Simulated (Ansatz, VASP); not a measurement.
KF: VASP beside Ansatz

```
CELL_PARAMETERS angstrom
0.00000 2.67013 2.65338
2.67013 0.00000 2.65338
2.67013 2.67013 0.00000
ATOMIC_POSITIONS crystal
K 0.00000 0.00000 0.00000
F 0.50000 0.50000 0.50000
```

Change from the starting cell: epitaxial_xy strain +0.4%.

Alike in both runs: task single point; functional HSE06; k mesh 6 × 6 × 6; no spin polarisation.

|  | VASP | Ansatz |
| --- | --- | --- |
| version | VASP 6.6.1 | Ansatz 0.2.0 |
| potentials or method | VASP PAW PBE potentials, release 64 (K_sv, F) | plane waves, PAW |
| plane-wave cutoff (eV) | 520 | 420 |
| occupations | gaussian, width 0.01 eV | fixed |
| valence electrons in the cell | 16 | 16 |

|  | VASP | Ansatz | Ansatz less VASP |
| --- | --- | --- | --- |
| gap on the k mesh at the Fermi level (eV) | 8.20 | 8.22 | +0.019 |
| pressure (GPa) | 0.9 | 0.8 | -0.10 |
| traceless stress, the component that is largest in VASP (GPa) | 0.25 | 0.24 | -0.012 |

Ansatz's warnings: stress exchange threshold loose, stress scf threshold loose.
